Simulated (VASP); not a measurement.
# Li in VASP: single point with PBE+D3(BJ)

Aim: the single point of Li with PBE+D3(BJ).

All numbers are computed with VASP 6.6.1; they aren't measurements. Logs are shortened: lines on timing, memory, paths and dates and some standing lists are left out, and cuts for length are marked.

**1. The cell of the first run**

The cell holds a slab with vacuum, 27 atoms: a = 8.639 Å, b = 8.639 Å, c = 20.702 Å, α = 90.00°, β = 90.00°, γ = 109.47°.

**2. Single point, PBE+D3(BJ)**

Input file INCAR:

```
PREC = Accurate
ENCUT = 520
EDIFF = 1E-6
ISMEAR = 0
SIGMA = 0.1
LREAL = Auto
LASPH = True
NELM = 100
ALGO = Normal
ISIF = 2
LWAVE = False
LCHARG = False
LDIPOL = True
IDIPOL = 3
DIPOL = 0.5 0.5 0.498
GGA = PE
IVDW = 12
NBANDS = 60
```

Input file KPOINTS:

```
regular mesh
0
Gamma
  3 3 1
```

Input file POSCAR:

```
Li
1.0
    8.6387373918      0.0000000000      0.0000000000
   -2.8795791306      8.1446797208      0.0000000000
    0.0000000000      0.0000000000     20.7023330293
Li
27
Direct
    0.1666666667      0.1666666667      0.3864298767
    0.1666666667      0.5000000000      0.3864298767
    0.1666666667      0.8333333333      0.3864298767
    0.5000000000      0.1666666667      0.3864298767
    0.5000000000      0.5000000000      0.3864298767
    0.5000000000      0.8333333333      0.3864298767
    0.8333333333      0.1666666667      0.3864298767
    0.8333333333      0.5000000000      0.3864298767
    0.8333333333      0.8333333333      0.3864298767
    0.3333333333      0.3333333333      0.4980246792
    0.3333333333      0.6666666667      0.4980246792
    0.3333333333      0.0000000000      0.4980246792
    0.6666666667      0.3333333333      0.4980246792
    0.6666666667      0.6666666667      0.4980246792
    0.6666666667      0.0000000000      0.4980246792
    0.0000000000      0.3333333333      0.4980246792
    0.0000000000      0.6666666667      0.4980246792
    0.0000000000      0.0000000000      0.4980246792
    0.5000000000      0.5000000000      0.6092917568
    0.5000000000      0.8333333333      0.6092917568
    0.5000000000      0.1666666667      0.6092917568
    0.8333333333      0.5000000000      0.6092917568
    0.8333333333      0.8333333333      0.6092917568
    0.8333333333      0.1666666667      0.6092917568
    0.1666666667      0.5000000000      0.6092917568
    0.1666666667      0.8333333333      0.6092917568
    0.1666666667      0.1666666667      0.6092917568
```

Potentials or basis: VASP PAW PBE potentials, release 64 (Li_sv).

Command:

```
$ cat potpaw_PBE.64/Li_sv/POTCAR > POTCAR
$ mpirun -np 1 vasp_std > vasp.out
```

OUTCAR:

```text
PREC = Accurate
   ENCUT = 520
   EDIFF = 1E-6
   ISMEAR = 0
   LREAL = Auto
   LASPH = True
   NELM = 100
   ISIF = 2
   GGA = PE
   IVDW = 12
 IVDW          = 12

 ion  position               nearest neighbor table
   1  0.167  0.167  0.386-
   2  0.167  0.500  0.386-
   3  0.167  0.833  0.386-
   4  0.500  0.167  0.386-
   5  0.500  0.500  0.386-
   6  0.500  0.833  0.386-
[... 19 lines left out ...]
  26  0.167  0.833  0.609-
  27  0.167  0.167  0.609-

  LATTYP: Found a base centered orthorhombic cell.
 ALAT       =     9.9751547172
 B/A-ratio  =     1.4142135624
 C/A-ratio  =     2.0753896673

  Lattice vectors:

 A1 = (   8.6387373918,   0.0000000000,   0.0000000000)
 A2 = (  -2.8795791306,   8.1446797208,   0.0000000000)
 A3 = (   0.0000000000,   0.0000000000,  20.7023330293)

Analysis of symmetry for initial positions (statically):
=====================================================================
 Subroutine PRICEL returns following result:

  LATTYP: Found a base centered orthorhombic cell.
 ALAT       =     3.3250515721
 B/A-ratio  =     1.4142135624
 C/A-ratio  =     6.2261690024

  Lattice vectors:

 A1 = (   2.8795791303,   0.0000000000,   0.0000000000)
 A2 = (  -0.9598597101,   2.7148932400,   0.0000000000)
 A3 = (   0.0000000000,   0.0000000000,  20.7023330293)

   9 primitive cells build up your supercell.

 Routine SETGRP: Setting up the symmetry group for a
 base centered orthorhombic supercell.

 Subroutine GETGRP returns: Found  4 space group operations
 (whereof  4 operations were pure point group operations)
 out of a pool of  8 trial point group operations.

The static configuration has the point symmetry C_2v.

Analysis of symmetry for dynamics (positions and initial velocities):
=====================================================================
 Subroutine PRICEL returns following result:

  LATTYP: Found a base centered orthorhombic cell.
 ALAT       =     3.3250515721
 B/A-ratio  =     1.4142135624
 C/A-ratio  =     6.2261690024

  Lattice vectors:

 A1 = (   2.8795791303,   0.0000000000,   0.0000000000)
 A2 = (  -0.9598597101,   2.7148932400,   0.0000000000)
 A3 = (   0.0000000000,   0.0000000000,  20.7023330293)

   9 primitive cells build up your supercell.

 Routine SETGRP: Setting up the symmetry group for a
 base centered orthorhombic supercell.

 Subroutine GETGRP returns: Found  4 space group operations
 (whereof  4 operations were pure point group operations)
 out of a pool of  8 trial point group operations.

The dynamic configuration has the point symmetry C_2v.

 Subroutine INISYM returns: Found  4 space group operations
 (whereof  4 operations are pure point group operations),
 and found     9 'primitive' translations

----------------------------------------------------------------------------------------

                                     Primitive cell

  volume of cell :     161.8457

  direct lattice vectors                    reciprocal lattice vectors
     2.879579130  0.000000000  0.000000000     0.347272971  0.122779536  0.000000000
    -0.959859710  2.714893240  0.000000000     0.000000000  0.368338609  0.000000000
     0.000000000  0.000000000 20.702333029     0.000000000  0.000000000  0.048303735

  length of vectors
     2.879579130  2.879579130 20.702333029     0.368338609  0.368338609  0.048303735

  position of ions in fractional coordinates (direct lattice)
     0.500000000  0.500000000  0.386429877
     1.000000000  1.000000000  0.498024679
     0.500000000  0.500000000  0.609291757

  ion indices of the primitive-cell ions
   primitive index   ion index
                 1           1
                 2          10
                 3          27

----------------------------------------------------------------------------------------

 KPOINTS: regular mesh

Automatic generation of k-mesh.
 Grid dimensions read from file:
 generate k-points for:    3    3    1

 Generating k-lattice:

  Cartesian coordinates                     Fractional coordinates (reciprocal lattice)
     0.038585886  0.013642171  0.000000000     0.333333333 -0.000000000  0.000000000
     0.000000000  0.040926512  0.000000000     0.000000000  0.333333333  0.000000000
     0.000000000  0.000000000  0.048303735     0.000000000  0.000000000  1.000000000

  Length of vectors
     0.040926512  0.040926512  0.048303735

  Shift w.r.t. Gamma in fractional coordinates (k-lattice)
     0.000000000  0.000000000  0.000000000

 Subroutine IBZKPT returns following result:
 ===========================================

 Found      4 irreducible k-points:

 Following reciprocal coordinates:
            Coordinates               Weight
  0.000000  0.000000  0.000000      1.000000
  0.333333 -0.000000  0.000000      4.000000
  0.333333  0.333333  0.000000      2.000000
 -0.333333  0.333333  0.000000      2.000000
   k-points           NKPTS =      4   k-points in BZ     NKDIM =      4   number of bands    NBANDS=     60
   number of dos      NEDOS =    301   number of ions     NIONS =     27
   total plane-waves  NPLWV = 655360
   dimension x,y,z NGX =    64 NGY =   64 NGZ =  160
   dimension x,y,z NGXF=   128 NGYF=  128 NGZF=  320
   ions per type =              27
   NGX,Y,Z   is equivalent  to a cutoff of  12.32, 12.32, 12.85 a.u.
   NGXF,Y,Z  is equivalent  to a cutoff of  24.63, 24.63, 25.70 a.u.
 SYSTEM =  unknown system
   PREC   = accura    normal or accurate (medium, high low for compatibility)
   ISTART =      0    job   : 0-new  1-cont  2-samecut
   ICHARG =      2    charge: 1-file 2-atom 10-const
   ISPIN  =      1    spin polarized calculation?
   LNONCOLLINEAR =      F non collinear calculations
   LSORBIT =      F    spin-orbit coupling
   LASPH  =      T    aspherical Exc in radial PAW
   ENCUT  =  520.0 eV  38.22 Ry    6.18 a.u.  16.06 16.06 38.49*2*pi/ulx,y,z
   NELM   =    100;   NELMIN=  2; NELMDL= -5     # of ELM steps
   EDIFF  = 0.1E-05   stopping-criterion for ELM
   LREAL  =      T    real-space projection
   EDIFFG = 0.1E-04   stopping-criterion for IOM
   NSW    =      0    number of steps for IOM
[... 5 lines left out ...]
   TEBEG  =    0.0;   TEEND  =   0.0 temperature during run
   PSTRESS=    0.0 pullay stress
   NELECT =      81.0000    total number of electrons
   NUPDOWN=      -1.0000    fix difference up-down
   EMIN   =  10.00;   EMAX   =-10.00  energy-range for DOS
   EFERMI =   0.00;   METHOD = LEGACY
   ISMEAR =     0;   SIGMA  =   0.10  broadening in eV -4-tet -1-fermi 0-gaus
   EFERMI_NEDOS =   21; number of points for ismear=-14 and -15
   IALGO  =     38    algorithm
   IMIX   =      4    mixing-type and parameters
     AMIX     =   0.40;   BMIX     =  1.00
     AMIX_MAG =   1.60;   BMIX_MAG =  1.00
  volume/ion in A,a.u.               =      53.95       364.06
  Fermi-wavevector in a.u.,A,eV,Ry     =   0.624869  1.180830  5.312540  0.390461
  Thomas-Fermi vector in A             =   1.685576
   LORBIT       =      0    0 simple, 1 ext, 2 COOP (PROOUT), +10 PAW based schemes
   GGA     = PE    functional components
   LHFCALC =     F    Hartree Fock is set to
   AEXX    =    0.0000 exact exchange contribution
   IVDW    =    12    specifies the selected vdW correction
   LEPSILON=     F    determine dielectric tensor
   LRPA    =     F    only Hartree local field effects (RPA)
 non-spin polarized calculation
 Gauss-broadening in eV      SIGMA  =   0.10
  energy-cutoff  :      520.00
  volume of cell :     1456.61
 maximum number of plane-waves:     39252
   NGX = 33   NGY = 33   NGZ = 77

 dipolmoment           0.000000      0.000000      0.013984 electrons x Angstroem

 number of electron      81.0000004 magnetization

 dipolmoment           0.000000      0.000000     -0.001241 electrons x Angstroem

 Free energy of the ion-electron system (eV)
  ---------------------------------------------------
  ext. energy  EPLUGINS =         0.00000000
  ---------------------------------------------------
  free energy    TOTEN  =       -46.60082065 eV

  energy without entropy =      -46.49388638  energy(sigma->0) =      -46.54735352

 E-fermi :  -1.7389     XC(G=0):  -3.3106

 val. band max:       -1.9055759627   @ k =   0.0000   0.0000   0.0000
 cond. band min:      -1.7280141489   @ k =   0.3333   0.3333   0.0000
 fundamental gap:      0.1775618138
 Fermi energy:        -1.7388950604

 k-point     1 :       0.0000    0.0000    0.0000
  band No.  band energies     occupation
      1     -48.5960      2.00000
      2     -48.5928      2.00000
      3     -48.5854      2.00000
      4     -48.5854      2.00000
      5     -48.5854      2.00000
      6     -48.5854      2.00000
[... 44 lines left out ...]
     51      -0.0200      0.00000
     52       0.1146      0.00000

 k-point     2 :       0.3333   -0.0000    0.0000
  band No.  band energies     occupation
      1     -48.5943      2.00000
      2     -48.5911      2.00000
      3     -48.5901      2.00000
      4     -48.5870      2.00000
      5     -48.5848      2.00000
      6     -48.5835      2.00000
[... 44 lines left out ...]
     51      -0.5492      0.00000
     52      -0.5239      0.00000

 k-point     3 :       0.3333    0.3333    0.0000
  band No.  band energies     occupation
      1     -48.5923      2.00000
      2     -48.5895      2.00000
      3     -48.5895      2.00000
      4     -48.5891      2.00000
      5     -48.5863      2.00000
      6     -48.5863      2.00000
[... 44 lines left out ...]
     51      -0.6078      0.00000
     52      -0.6078      0.00000

 k-point     4 :      -0.3333    0.3333    0.0000
  band No.  band energies     occupation
      1     -48.5932      2.00000
      2     -48.5900      2.00000
      3     -48.5880      2.00000
      4     -48.5880      2.00000
      5     -48.5863      2.00000
      6     -48.5848      2.00000
[... 44 lines left out ...]
     51      -0.6134      0.00000
     52      -0.5958      0.00000
 [bands above 52 left out]

------------------------ aborting loop because EDIFF is reached ----------------------------------------

 vacuum level on the upper side and lower side of the slab       (xc-potential included)        -0.140        -0.140

 Edisp (eV)   -3.54360

 E8    (eV) :    -1.5432

  FORCE on cell =-STRESS in cart. coord.  units (eV):
  Direction    XX          YY          ZZ          XY          YZ          ZX
  --------------------------------------------------------------------------------------
  -------------------------------------------------------------------------------------
  Total       2.11293     2.04158    -0.57533    -0.10091     0.00000     0.00000
  in kB       2.32408     2.24560    -0.63282    -0.11099     0.00000     0.00000
  external pressure =        1.31 kB  Pullay stress =        0.00 kB

 VOLUME and BASIS-vectors are now :
 -----------------------------------------------------------------------------
  energy-cutoff  :      520.00
  volume of cell :     1456.61
      direct lattice vectors                 reciprocal lattice vectors
     8.638737392  0.000000000  0.000000000     0.115757657  0.040926512  0.000000000
    -2.879579131  8.144679721  0.000000000     0.000000000  0.122779536  0.000000000
     0.000000000  0.000000000 20.702333029     0.000000000  0.000000000  0.048303735

 POSITION                                       TOTAL-FORCE (eV/Angst)
 -----------------------------------------------------------------------------------
      0.95986      1.35745      8.00000         0.000000     -0.000000      0.005551
      0.00000      4.07234      8.00000         0.000000     -0.000000      0.005551
     -0.95986      6.78723      8.00000         0.000000     -0.000000      0.005551
      3.83944      1.35745      8.00000         0.000000      0.000000      0.005551
      2.87958      4.07234      8.00000         0.000000      0.000000      0.005551
      1.91972      6.78723      8.00000         0.000000     -0.000000      0.005551
[... 19 lines left out ...]
     -0.95986      6.78723     12.61376        -0.000000     -0.000000      0.000290
      0.95986      1.35745     12.61376        -0.000000     -0.000000      0.000290
 -----------------------------------------------------------------------------------
    total drift:                                0.000000      0.000000      0.011736

  FREE ENERGIE OF THE ION-ELECTRON SYSTEM (eV)
  ---------------------------------------------------
  free  energy   TOTEN  =       -50.1444190902 eV

  energy  without entropy=      -50.0374848167  energy(sigma->0) =      -50.09095195

 vacuum level on the upper side and lower side of the slab         1.487         1.490
```

It took 30 min on 1 thread of AMD EPYC 7R13, shared host; peak memory 1.2 GiB.

Results:

```
Free energy                : -50.1444 eV
Largest force              : 0.006 eV/Å
Band gap on the k mesh     : zero (an odd number of electrons rules out a gap without spin polarisation)
Dispersion energy per atom : -0.131 eV
```

Forces in eV/Å, atoms in the order of the input:
```
Li   0.000  0.000  0.006
Li   0.000  0.000  0.006
Li   0.000  0.000  0.006
Li   0.000  0.000  0.006
Li   0.000  0.000  0.006
Li   0.000  0.000  0.006
Li   0.000  0.000  0.006
Li   0.000  0.000  0.006
Li   0.000  0.000  0.006
Li   0.000  0.000 -0.006
Li   0.000  0.000 -0.006
Li   0.000  0.000 -0.006
Li   0.000  0.000 -0.006
Li   0.000  0.000 -0.006
Li   0.000  0.000 -0.006
Li   0.000  0.000 -0.006
Li   0.000  0.000 -0.006
Li   0.000  0.000 -0.006
Li   0.000  0.000  0.000
Li   0.000  0.000  0.000
Li   0.000  0.000  0.000
Li   0.000  0.000  0.000
Li   0.000  0.000  0.000
Li   0.000  0.000  0.000
Li   0.000  0.000  0.000
Li   0.000  0.000  0.000
Li   0.000  0.000  0.000
```

Caveat: the cutoff is under 1.25 times the usual one of these potentials, so pressure, stress and relaxed cells hold a basis-set (Pulay) error.
